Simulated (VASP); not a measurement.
Sr: electric field gradients with PBE

Crystal: Sr.

```
Sr
1.0
    -2.47501    2.47501    2.32800
     2.47501   -2.47501    2.32800
     2.47501    2.47501   -2.32800
Sr
1
Direct
  0.00000 0.00000 0.00000
```

This cell differs from its parent crystal: z stretched by -4 % at fixed volume.

* Program: VASP 6.6.1
* Task: electric field gradients
* Functional: PBE
* Potentials or basis: VASP PAW PBE potentials, release 64 (Sr_sv)
* Cutoff: 520 eV
* k mesh: 12 × 12 × 12
* Occupations: fermi-dirac, width 0.05 eV
* Spin: no spin polarisation
* Dipole correction: no
* Further INCAR settings: ALGO = Normal; EDIFF = 1e-08; NBANDS = 11

| Quantity | Value |
| --- | --- |
| Pressure | -0.6 GPa |
| Band gap on the k mesh | zero (bands 5 and 6 overlap by 0.37 eV) |
| Largest electric field gradient by atom | Sr +3.1 V/Å² |

Stress tensor (GPa, compression positive):
```
-0.61  0.00  0.00
 0.00 -0.61  0.00
 0.00  0.00 -0.44
```

Levels at points of the mesh, in eV from the Fermi level:
| k point | band 1 | band 2 | band 3 | band 4 | band 5 | band 6 | band 7 | band 8 | band 9 | band 10 |
| --- | --- | --- | --- | --- | --- | --- | --- | --- | --- | --- |
| (0.00, 0.00, 0.00) | -36.71 | -18.60 | -18.60 | -18.60 | -3.60 | 2.09 | 2.45 | 2.45 | 3.33 | 3.83 |
| (0.50, 0.00, 0.00) | -36.69 | -18.77 | -18.66 | -18.60 | -0.95 | 0.23 | 1.08 | 3.46 | 4.22 | 5.22 |
| (0.50, 0.50, 0.00) | -36.69 | -18.77 | -18.65 | -18.59 | -1.08 | 0.05 | 1.47 | 3.13 | 3.91 | 5.17 |
| (0.50, 0.50, 0.50) | -36.68 | -18.73 | -18.73 | -18.71 | -0.16 | -0.05 | 3.19 | 3.19 | 4.03 | 4.81 |

Electric field gradients, principal values (V/Å²):
```csv
atom,least,middle,greatest (by size)
1 Sr,-1.528,-1.529,3.057
```

Run time: 110 s on 1 thread of Intel Xeon 8259CL, with other jobs on the host, peak memory 0.24 GiB.

Caveat: without QUAD_EFG the Cq values of the log hold for a quadrupole moment of 1 mb, not for the nuclei.
